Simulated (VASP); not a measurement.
Pr2F: single point with PBE

The system is Pr2F.

```
CELL_PARAMETERS angstrom
0.00000 3.56156 3.56156
3.56156 0.00000 3.56156
3.56156 3.56156 0.00000
ATOMIC_POSITIONS crystal
Pr 0.25000 0.25000 0.25000
Pr 0.75000 0.75000 0.75000
F 0.00000 0.00000 0.00000
```

The cell was built from a structure type or drawn by symmetry, and may not be a known phase.

```
Program                : VASP 6.6.1
Task                   : single point
Functional             : PBE
Potentials or basis    : VASP PAW PBE potentials, release 64 (Pr, F)
Cutoff                 : 520 eV
k mesh                 : 4 × 4 × 4
Occupations            : gaussian, width 0.1 eV
Spin                   : no spin polarisation
Dipole correction      : no
Further INCAR settings : ALGO = Normal; EDIFF = 1e-07; NBANDS = 24
```

```yaml
Pressure: -8.5 GPa
Band_gap_on_the_k_mesh: zero (an odd number of electrons rules out a gap without spin polarisation)
```

Levels at points of the mesh, in eV from the Fermi level:
| k point | band 14 | band 15 | band 16 | band 17 | band 18 | band 19 |
| --- | --- | --- | --- | --- | --- | --- |
| (0.00, 0.00, 0.00) | -0.72 | -0.72 | 0.08 | 0.08 | 0.08 | 0.08 |
| (0.50, 0.00, 0.00) | -0.05 | -0.05 | 0.05 | 0.05 | 0.07 | 0.07 |
| (0.50, 0.50, 0.00) | -0.26 | -0.09 | -0.07 | -0.01 | 0.00 | 0.00 |

Run time: 100 s on 1 thread of Intel(R) Xeon(R) 6975P-C (Granite Rapids), with other jobs on the host, peak memory 0.24 GiB.

Caveat: the k points lie up to 0.38 Å⁻¹ apart, too coarse for converged energies and pressures of a metal; spin-orbit coupling is left out, which moves the levels of the heavy elements; an odd number of electrons without spin polarisation forces a metal; a magnetic or distorted state may lie lower; the run has no spin polarisation, though such a crystal can be magnetic; semilocal functionals describe open f shells poorly, which spoils levels, moments and volumes. Spin polarisation is off, so any magnetic state and its effect on volume and gap are missing.
